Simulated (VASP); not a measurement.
Runs of VASP 6.6.1 on LiH. It takes space group Fm-3m (No. 225, cubic). Conventional cell: a = 3.997 Å, b = 3.997 Å, c = 3.997 Å, α = 90.00°, β = 90.00°, γ = 90.00°. Li (site symmetry m-3m) has 6 H at 2.00 Å within 2.6 Å. H (site symmetry m-3m) has 6 Li at 2.00 Å within 2.6 Å. 

```tsv
level	k mesh	cutoff (eV)	smearing	grid for exact exchange (PRECFOCK)	share of exact exchange	screening parameter	gap on the mesh (eV)
PBE	8 × 8 × 8	520	gaussian 0.01 eV	-	-	-	2.97
PBE	8 × 8 × 8	520	fermi-dirac 0.2 eV	-	-	-	2.97
PBE-based screened hybrid	6 × 6 × 6	520	gaussian 0.01 eV	Normal	1	0.3 1/Å	(a)
PBE0	6 × 6 × 6	520	gaussian 0.01 eV	Normal	-	-	4.70
PBE	8 × 8 × 8	520	methfessel-paxton 0.436 eV	-	-	-	2.97
HSE06	6 × 6 × 6	520	gaussian 0.01 eV	Normal	-	0.2079 1/Å	3.97
r2SCAN	8 × 8 × 8	520	gaussian 0.01 eV	-	-	-	(b)
PBE	4 × 4 × 4	750	gaussian 0.01 eV	-	-	-	2.96
PBE	8 × 8 × 8	520	methfessel-paxton 0.5 eV	-	-	-	2.97
```

Alike in all rows: task single point; potentials or basis VASP PAW PBE potentials, release 64 (Li_sv, H); no spin polarisation; cell as given.

**Question.** Fill in the values left out.

**Answer.** (a) 6.40; (b) 3.58.

Caveats: some runs use coarse meshes.

A k mesh can miss the band edges.
